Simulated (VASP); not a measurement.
# PbO2 (P4_2/mnm) in VASP: a series of runs

The runs below take PbO2 through single point, with PBE.

All numbers are computed with VASP 6.6.1; they aren't measurements. Logs are shortened: lines on timing, memory, paths and dates and some standing lists are left out, and cuts for length are marked.

## Step 1: The cell of the first run

Symmetry: P4_2/mnm, No. 136, tetragonal system. Conventional cell: a = 4.995 Å, b = 4.995 Å, c = 3.409 Å, α = 90.00°, β = 90.00°, γ = 90.00°. Within 2.9 Å of Pb (site symmetry mmm) lie 6 O at 2.17 to 2.18 Å. Within 2.9 Å of O (site symmetry m2m) lie 3 Pb at 2.17 to 2.18 Å and 1 O at 2.72 Å.

## Step 2: Single point, PBE

The input, INCAR:

```
SYSTEM = PbO2
PREC = Accurate
ENCUT = 520
EDIFF = 1E-6
ISMEAR = 0
SIGMA = 0.1
LREAL = .False.
LASPH = .True.
NELM = 80
ALGO = Normal
ISIF = 2
LWAVE = .False.
LCHARG = .True.
GGA = PE
LELF = .True.
LVHAR = .True.
NBANDS = 35
```

The input, KPOINTS:

```
Automatic mesh
0
Gamma
  4 4 6
  0 0 0
```

The input, POSCAR:

```
PbO2
1.0
    4.9949598700      0.0000000000      0.0000000000
    0.0000000000      4.9949598700      0.0000000000
    0.0000000000      0.0000000000      3.4090009600
Pb O
2 4
Direct
    0.0000000000      0.0000000000      0.0000000000
    0.5000000000      0.5000000000      0.5000000000
    0.3074289600      0.3074289600      0.0000000000
    0.1925710400      0.8074289600      0.5000000000
    0.8074289600      0.1925710400      0.5000000000
    0.6925710400      0.6925710400      0.0000000000
```

Potentials or basis: VASP PAW PBE potentials, release 64 (Pb_d, O).

Started as:

```console
$ cat potpaw_PBE.64/Pb_d/POTCAR potpaw_PBE.64/O/POTCAR > POTCAR
$ mpirun -np 1 vasp_std > vasp.out
```

OUTCAR:

```text
SYSTEM = PbO2
   PREC = Accurate
   ENCUT = 520
   EDIFF = 1E-6
   ISMEAR = 0
   LREAL = .False.
   LASPH = .True.
   NELM = 80
   ISIF = 2
   GGA = PE

 ion  position               nearest neighbor table
   1  0.000  0.000  0.000-   3 2.17   6 2.17   5 2.18   4 2.18   4 2.18   5 2.18   2 3.92   2 3.92
                             2 3.92   2 3.92   2 3.92   2 3.92   2 3.92   2 3.92
   2  0.500  0.500  0.500-   4 2.17   5 2.17   3 2.18   6 2.18   3 2.18   6 2.18   1 3.92   1 3.92
                             1 3.92   1 3.92   1 3.92   1 3.92   1 3.92   1 3.92
   3  0.307  0.307  0.000-   1 2.17   2 2.18   2 2.18
   4  0.193  0.807  0.500-   2 2.17   1 2.18   1 2.18
   5  0.807  0.193  0.500-   2 2.17   1 2.18   1 2.18
   6  0.693  0.693  0.000-   1 2.17   2 2.18   2 2.18

  LATTYP: Found a simple tetragonal cell.
 ALAT       =     4.9949598700
 C/A-ratio  =     0.6824881578

  Lattice vectors:

 A1 = (   4.9949598700,   0.0000000000,   0.0000000000)
 A2 = (   0.0000000000,   4.9949598700,   0.0000000000)
 A3 = (   0.0000000000,   0.0000000000,   3.4090009600)

Analysis of symmetry for initial positions (statically):
=====================================================================
 Subroutine PRICEL returns:
 Original cell was already a primitive cell.

 Routine SETGRP: Setting up the symmetry group for a
 simple tetragonal supercell.

 Subroutine GETGRP returns: Found 16 space group operations
 (whereof  8 operations were pure point group operations)
 out of a pool of 16 trial point group operations.

The static configuration has the point symmetry D_2h.
 The point group associated with its full space group is D_4h.

Analysis of symmetry for dynamics (positions and initial velocities):
=====================================================================
 Subroutine PRICEL returns:
 Original cell was already a primitive cell.

 Routine SETGRP: Setting up the symmetry group for a
 simple tetragonal supercell.

 Subroutine GETGRP returns: Found 16 space group operations
 (whereof  8 operations were pure point group operations)
 out of a pool of 16 trial point group operations.

The dynamic configuration has the point symmetry D_2h.
 The point group associated with its full space group is D_4h.

 Subroutine INISYM returns: Found 16 space group operations
 (whereof  8 operations are pure point group operations),
 and found     1 'primitive' translations

----------------------------------------------------------------------------------------

                                     Primitive cell

  volume of cell :      85.0533

  direct lattice vectors                    reciprocal lattice vectors
     4.994959870  0.000000000  0.000000000     0.200201809  0.000000000  0.000000000
     0.000000000  4.994959870  0.000000000     0.000000000  0.200201809  0.000000000
     0.000000000  0.000000000  3.409000960     0.000000000  0.000000000  0.293341073

  length of vectors
     4.994959870  4.994959870  3.409000960     0.200201809  0.200201809  0.293341073

  position of ions in fractional coordinates (direct lattice)
     0.000000000  0.000000000  0.000000000
     0.500000000  0.500000000  0.500000000
     0.307428960  0.307428960  0.000000000
     0.192571040  0.807428960  0.500000000
     0.807428960  0.192571040  0.500000000
     0.692571040  0.692571040  0.000000000

  ion indices of the primitive-cell ions
   primitive index   ion index
                 1           1
                 2           2
                 3           3
                 4           4
                 5           5
                 6           6

----------------------------------------------------------------------------------------

 KPOINTS: Automatic mesh

Automatic generation of k-mesh.
 Grid dimensions read from file:
 generate k-points for:    4    4    6

 Generating k-lattice:

  Cartesian coordinates                     Fractional coordinates (reciprocal lattice)
     0.050050452  0.000000000  0.000000000     0.250000000  0.000000000  0.000000000
     0.000000000  0.050050452  0.000000000     0.000000000  0.250000000  0.000000000
     0.000000000  0.000000000  0.048890179     0.000000000  0.000000000  0.166666667

  Length of vectors
     0.050050452  0.050050452  0.048890179

  Shift w.r.t. Gamma in fractional coordinates (k-lattice)
     0.000000000  0.000000000  0.000000000

 Subroutine IBZKPT returns following result:
 ===========================================

 Found     24 irreducible k-points:

 Following reciprocal coordinates:
            Coordinates               Weight
  0.000000  0.000000  0.000000      1.000000
  0.250000  0.000000  0.000000      4.000000
  0.500000  0.000000  0.000000      2.000000
  0.250000  0.250000  0.000000      4.000000
  0.500000  0.250000  0.000000      4.000000
  0.500000  0.500000  0.000000      1.000000
[... 16 lines left out ...]
  0.500000  0.250000  0.500000      4.000000
  0.500000  0.500000  0.500000      1.000000
   k-points           NKPTS =     24   k-points in BZ     NKDIM =     24   number of bands    NBANDS=     35
   number of dos      NEDOS =    301   number of ions     NIONS =      6
   total plane-waves  NPLWV =  44800
   dimension x,y,z NGX =    40 NGY =   40 NGZ =   28
   dimension x,y,z NGXF=    80 NGYF=   80 NGZF=   56
   ions per type =               2   4
   NGX,Y,Z   is equivalent  to a cutoff of  13.31, 13.31, 13.65 a.u.
   NGXF,Y,Z  is equivalent  to a cutoff of  26.63, 26.63, 27.31 a.u.
 SYSTEM =  PbO2
   PREC   = accura    normal or accurate (medium, high low for compatibility)
   ISTART =      0    job   : 0-new  1-cont  2-samecut
   ICHARG =      2    charge: 1-file 2-atom 10-const
   ISPIN  =      1    spin polarized calculation?
   LNONCOLLINEAR =      F non collinear calculations
   LSORBIT =      F    spin-orbit coupling
   LASPH  =      T    aspherical Exc in radial PAW
   ENCUT  =  520.0 eV  38.22 Ry    6.18 a.u.   9.29  9.29  6.34*2*pi/ulx,y,z
   NELM   =     80;   NELMIN=  2; NELMDL= -5     # of ELM steps
   EDIFF  = 0.1E-05   stopping-criterion for ELM
   LREAL  =      F    real-space projection
[... 7 lines left out ...]
   TEBEG  =    0.0;   TEEND  =   0.0 temperature during run
   PSTRESS=    0.0 pullay stress
   NELECT =      52.0000    total number of electrons
   NUPDOWN=      -1.0000    fix difference up-down
   EMIN   =  10.00;   EMAX   =-10.00  energy-range for DOS
   EFERMI =   0.00;   METHOD = LEGACY
   ISMEAR =     0;   SIGMA  =   0.10  broadening in eV -4-tet -1-fermi 0-gaus
   EFERMI_NEDOS =   21; number of points for ismear=-14 and -15
   IALGO  =     38    algorithm
   IMIX   =      4    mixing-type and parameters
     AMIX     =   0.40;   BMIX     =  1.00
     AMIX_MAG =   1.60;   BMIX_MAG =  1.00
  volume/ion in A,a.u.               =      14.18        95.66
  Fermi-wavevector in a.u.,A,eV,Ry     =   1.389458  2.625696 26.267337  1.930595
  Thomas-Fermi vector in A             =   2.513487
   LORBIT       =      0    0 simple, 1 ext, 2 COOP (PROOUT), +10 PAW based schemes
   GGA     = PE    functional components
   LHFCALC =     F    Hartree Fock is set to
   AEXX    =    0.0000 exact exchange contribution
   IVDW    =     0    specifies the selected vdW correction
   LEPSILON=     F    determine dielectric tensor
   LRPA    =     F    only Hartree local field effects (RPA)
 non-spin polarized calculation
 Gauss-broadening in eV      SIGMA  =   0.10
  energy-cutoff  :      520.00
  volume of cell :       85.05
 maximum number of plane-waves:      2308
 NGX is ok and might be reduce to    40
   NGX = 19   NGY = 19   NGZ = 13

 number of electron      52.0000009 magnetization

 Free energy of the ion-electron system (eV)
  ---------------------------------------------------
  ext. energy  EPLUGINS =         0.00000000
  ---------------------------------------------------
  free energy    TOTEN  =       -31.80218205 eV

  energy without entropy =      -31.80114113  energy(sigma->0) =      -31.80166159

 E-fermi :   4.2144     XC(G=0): -10.6056

 val. band max:        4.1026362931   @ k =   0.0000   0.0000   0.1667
 cond. band min:       4.2767854387   @ k =   0.0000   0.0000   0.0000
 fundamental gap:      0.1741491457
 Fermi energy:         4.2144425877

 k-point     1 :       0.0000    0.0000    0.0000
  band No.  band energies     occupation
      1     -14.0499      2.00000
      2     -13.9523      2.00000
      3     -12.3076      2.00000
      4     -12.3076      2.00000
      5     -11.3417      2.00000
      6     -11.1504      2.00000
[... 27 lines left out ...]
     34      15.2174      0.00000
     35      16.0493      0.00000

 k-point     2 :       0.2500    0.0000    0.0000
  band No.  band energies     occupation
      1     -13.8971      2.00000
      2     -13.8520      2.00000
      3     -12.7450      2.00000
      4     -12.6138      2.00000
      5     -11.1066      2.00000
      6     -11.1062      2.00000
[... 27 lines left out ...]
     34      15.9381      0.00000
     35      16.0879      0.00000

 k-point     3 :       0.5000    0.0000    0.0000
  band No.  band energies     occupation
      1     -13.6727      2.00000
      2     -13.6727      2.00000
      3     -13.0446      2.00000
      4     -13.0446      2.00000
      5     -11.0985      2.00000
      6     -11.0985      2.00000
[... 27 lines left out ...]
     34      15.8947      0.00000
     35      16.3774      0.00000

 k-point     4 :       0.2500    0.2500    0.0000
  band No.  band energies     occupation
      1     -13.9767      2.00000
      2     -13.6734      2.00000
      3     -13.0531      2.00000
      4     -12.3451      2.00000
      5     -11.1676      2.00000
      6     -11.1162      2.00000
[... 27 lines left out ...]
     34      15.7512      0.00000
     35      16.1023      0.00000

 k-point     5 :       0.5000    0.2500    0.0000
  band No.  band energies     occupation
      1     -13.8463      2.00000
      2     -13.8463      2.00000
      3     -12.7071      2.00000
      4     -12.7071      2.00000
      5     -11.1089      2.00000
      6     -11.1089      2.00000
[... 638 lines left out ...]
 k-point    22 :       0.2500    0.2500    0.5000
  band No.  band energies     occupation
      1     -13.8363      2.00000
      2     -13.5442      2.00000
      3     -13.2265      2.00000
      4     -12.6286      2.00000
      5     -11.1292      2.00000
      6     -10.9664      2.00000
[... 27 lines left out ...]
     34      15.2267      0.00000
     35      16.3303      0.00000

 k-point    23 :       0.5000    0.2500    0.5000
  band No.  band energies     occupation
      1     -13.7382      2.00000
      2     -13.7382      2.00000
      3     -12.9025      2.00000
      4     -12.9025      2.00000
      5     -10.9609      2.00000
      6     -10.9609      2.00000
[... 27 lines left out ...]
     34      14.6917      0.00000
     35      16.8278      0.00000

 k-point    24 :       0.5000    0.5000    0.5000
  band No.  band energies     occupation
      1     -13.5614      2.00000
      2     -13.5614      2.00000
      3     -13.2114      2.00000
      4     -13.2114      2.00000
      5     -10.9347      2.00000
      6     -10.9347      2.00000
[... 27 lines left out ...]
     34      14.0450      0.00000
     35      17.4462      0.00000

------------------------ aborting loop because EDIFF is reached ----------------------------------------

  FORCE on cell =-STRESS in cart. coord.  units (eV):
  Direction    XX          YY          ZZ          XY          YZ          ZX
  --------------------------------------------------------------------------------------
  -------------------------------------------------------------------------------------
  Total        2.9017496      2.9017496      3.6356517     -0.0000000      0.0000000      0.0000000
  in kB       54.6612290     54.6612290     68.4859872     -0.0000000      0.0000000      0.0000000
  external PRESSURE =      59.2694817 kB  Pullay stress =       0.0000000 kB

 VOLUME and BASIS-vectors are now :
 -----------------------------------------------------------------------------
  energy-cutoff  :      520.00
  volume of cell :       85.05
      direct lattice vectors                 reciprocal lattice vectors
     4.994959870  0.000000000  0.000000000     0.200201809  0.000000000  0.000000000
     0.000000000  4.994959870  0.000000000     0.000000000  0.200201809  0.000000000
     0.000000000  0.000000000  3.409000960     0.000000000  0.000000000  0.293341073

 POSITION                                       TOTAL-FORCE (eV/Angst)
 -----------------------------------------------------------------------------------
      0.00000      0.00000      0.00000         0.000000     -0.000000      0.000000
      2.49748      2.49748      1.70450         0.000000     -0.000000      0.000000
      1.53560      1.53560      0.00000        -0.036577     -0.036577     -0.000000
      0.96188      4.03308      1.70450         0.036577     -0.036577      0.000000
      4.03308      0.96188      1.70450        -0.036577      0.036577      0.000000
      3.45936      3.45936      0.00000         0.036577      0.036577      0.000000
 -----------------------------------------------------------------------------------
    total drift:                               -0.000000      0.000000      0.000000

  FREE ENERGIE OF THE ION-ELECTRON SYSTEM (eV)
  ---------------------------------------------------
  free  energy   TOTEN  =       -31.8021820497 eV

  energy  without entropy=      -31.8011411290  energy(sigma->0) =      -31.80166159
```

Wall time 86 s (1 thread of Intel Xeon Platinum 8488C (Sapphire Rapids), shared host); peak memory 0.22 GiB.

Results:

```
Free energy            : -31.8022 eV
Pressure               : 5.9 GPa
Largest force          : 0.052 eV/Å
Band gap on the k mesh : 0.17 eV (least direct gap 0.67 eV)
```

Forces in eV/Å, atoms in the order of the input:
```
Pb   0.000  0.000  0.000
Pb   0.000  0.000  0.000
O   -0.037 -0.037  0.000
O    0.037 -0.037  0.000
O   -0.037  0.037  0.000
O    0.037  0.037  0.000
```

Caveat: the cell stands under pressure; spin-orbit coupling is left out, which moves the levels of the heavy elements. A k mesh can miss the band edges.

## Step 3: Single point, PBE

This run uses another cell than the first one, of 14.82 Å³/atom.

The input, INCAR:

```
ALGO = Normal ; EDIFF = 1E-7
ENCUT = 520 ; GGA = PE
ISIF = 2 ; ISMEAR = 0
LASPH = T ; LCHARG = F
LREAL = F ; LWAVE = F
NBANDS = 35 ; NELM = 100
PREC = Accurate ; SIGMA = 0.1
```

The input, KPOINTS:

```
k-points
0
Gamma
  8 8 10
```

The input, POSCAR:

```
PbO2
1.0
    5.0818747999      0.0000000000      0.0000000000
    0.0000000000      5.0818747999      0.0000000000
    0.0000000000      0.0000000000      3.4433685284
Pb O
2 4
Direct
    0.0000000000      0.0000000000      0.0000000000
    0.5000000000      0.5000000000      0.5000000000
    0.3079661524      0.3079661524      0.0000000000
    0.1920338476      0.8079661524      0.5000000000
    0.8079661524      0.1920338476      0.5000000000
    0.6920338476      0.6920338476      0.0000000000
```

Potentials or basis: VASP PAW PBE potentials, release 64 (Pb_d, O).

Started as:

```console
$ cat potpaw_PBE.64/Pb_d/POTCAR potpaw_PBE.64/O/POTCAR > POTCAR
$ mpirun -np 1 vasp_std > vasp.out
```

OUTCAR:

```text
EDIFF = 1E-7
   ENCUT = 520
   GGA = PE
   ISIF = 2
   ISMEAR = 0
   LASPH = T
   LREAL = F
   NELM = 100
   PREC = Accurate

 ion  position               nearest neighbor table
   1  0.000  0.000  0.000-   4 2.21   5 2.21   4 2.21   5 2.21   3 2.21   6 2.21   2 3.98   2 3.98
                             2 3.98   2 3.98   2 3.98   2 3.98   2 3.98   2 3.98
   2  0.500  0.500  0.500-   3 2.21   6 2.21   3 2.21   6 2.21   5 2.21   4 2.21   1 3.98   1 3.98
                             1 3.98   1 3.98   1 3.98   1 3.98   1 3.98   1 3.98
   3  0.308  0.308  0.000-   2 2.21   2 2.21   1 2.21
[... 1125 lines left out ...]
  -------------------------------------------------------------------------------------
  Total        0.0748486      0.0748486      0.1769827      0.0000000      0.0000000      0.0000000
  in kB        1.3485370      1.3485370      3.1886724      0.0000000      0.0000000      0.0000000
  external PRESSURE =       1.9619154 kB  Pullay stress =       0.0000000 kB

 VOLUME and BASIS-vectors are now :
 -----------------------------------------------------------------------------
  energy-cutoff  :      520.00
  volume of cell :       88.93
      direct lattice vectors                 reciprocal lattice vectors
     5.081874800  0.000000000  0.000000000     0.196777772  0.000000000  0.000000000
     0.000000000  5.081874800  0.000000000     0.000000000  0.196777772  0.000000000
     0.000000000  0.000000000  3.443368528     0.000000000  0.000000000  0.290413295

 POSITION                                       TOTAL-FORCE (eV/Angst)
 -----------------------------------------------------------------------------------
      0.00000      0.00000      0.00000         0.000000      0.000000      0.000000
      2.54094      2.54094      1.72168         0.000000      0.000000      0.000000
      1.56505      1.56505      0.00000        -0.006424     -0.006424     -0.000000
      0.97589      4.10598      1.72168         0.006424     -0.006424      0.000000
      4.10598      0.97589      1.72168        -0.006424      0.006424      0.000000
      3.51683      3.51683      0.00000         0.006424      0.006424      0.000000
 -----------------------------------------------------------------------------------
    total drift:                                0.000000     -0.000000      0.000000

  FREE ENERGIE OF THE ION-ELECTRON SYSTEM (eV)
  ---------------------------------------------------
  free  energy   TOTEN  =       -31.8693836922 eV

  energy  without entropy=      -31.8662596427  energy(sigma->0) =      -31.86782167
```

Run time: 6.2 min. Hardware: 1 thread of Intel Xeon Platinum 8488C (Sapphire Rapids), shared host; peak memory 0.35 GiB.

Results:

```yaml
Free_energy: -31.8694 eV
Pressure: 0.2 GPa
Largest_force: 0.009 eV/Å
Band_gap_on_the_k_mesh: 0.01 eV
```

Forces on the atoms (eV/Å):
```
Pb   0.000  0.000  0.000
Pb   0.000  0.000  0.000
O   -0.006 -0.006  0.000
O    0.006 -0.006  0.000
O   -0.006  0.006  0.000
O    0.006  0.006  0.000
```

Stress tensor (GPa, compression positive):
```
0.13 0.00 0.00
0.00 0.13 0.00
0.00 0.00 0.32
```

Levels at points of the mesh, in eV from the valence-band top:
| k point | band 23 | band 24 | band 25 | band 26 | band 27 | band 28 | band 29 | band 30 |
| --- | --- | --- | --- | --- | --- | --- | --- | --- |
| (0.00, 0.00, 0.00) | -0.62 | -0.62 | -0.54 | -0.54 | 0.11 | 3.89 | 5.76 | 5.76 |
| (0.50, 0.00, 0.00) | -0.64 | -0.64 | -0.34 | -0.34 | 2.08 | 2.08 | 6.35 | 6.35 |
| (0.50, 0.50, 0.00) | -0.67 | -0.67 | -0.44 | -0.44 | 2.48 | 2.48 | 6.54 | 6.54 |
| (0.00, 0.00, 0.50) | -1.00 | -1.00 | -0.71 | -0.71 | 3.39 | 3.39 | 8.61 | 8.61 |
| (0.50, 0.00, 0.50) | -0.69 | -0.69 | -0.26 | -0.26 | 3.67 | 3.67 | 7.02 | 7.02 |
| (0.50, 0.50, 0.50) | -0.61 | -0.61 | -0.47 | -0.47 | 2.54 | 2.54 | 8.13 | 8.13 |

Caveat: the smearing spreads over this small gap; spin-orbit coupling is left out, which moves the levels of the heavy elements.

[end of part 1 of 2]

The gap in the log of VASP goes by the Fermi energy; the results here count the filled bands.